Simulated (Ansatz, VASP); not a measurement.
Co: VASP beside Ansatz

```xyz
1
Lattice="-1.3737 1.3737 1.3737 1.3737 -1.3737 1.3737 1.3737 1.3737 -1.3737" Properties=species:S:1:pos:R:3 pbc="T T T"
Co    0.0000    0.0000    0.0000
```

Alike in both runs: task single point; functional PBE; k mesh 13 × 13 × 13; occupations fermi-dirac, width 0.05 eV; collinear spin.

|  | VASP | Ansatz |
| --- | --- | --- |
| version | VASP 6.6.1 | Ansatz 0.2.0 |
| potentials or method | VASP PAW PBE potentials, release 64 (Co) | Ansatz PAW |
| plane-wave cutoff (eV) | 520 | 420 |
| valence electrons in the cell | 9 | 17 |

```tsv
	VASP	Ansatz	Ansatz less VASP
gap on the k mesh at the Fermi level (eV)	none	none	-
pressure (GPa)	15.0	15.7	+0.70
net moment per atom (μB)	1.67	1.68	+0.006
size of the moment on the site where the two differ most (μB)	1.68	1.74	+0.057
```

Site moments also hang on the region over which each program counts them. A gap of «none» marks a metal or a gap that the smearing closes. VASP's potentials hold 9 valence electrons a cell and Ansatz's 17, so a difference there can come from the potentials and not from the codes.
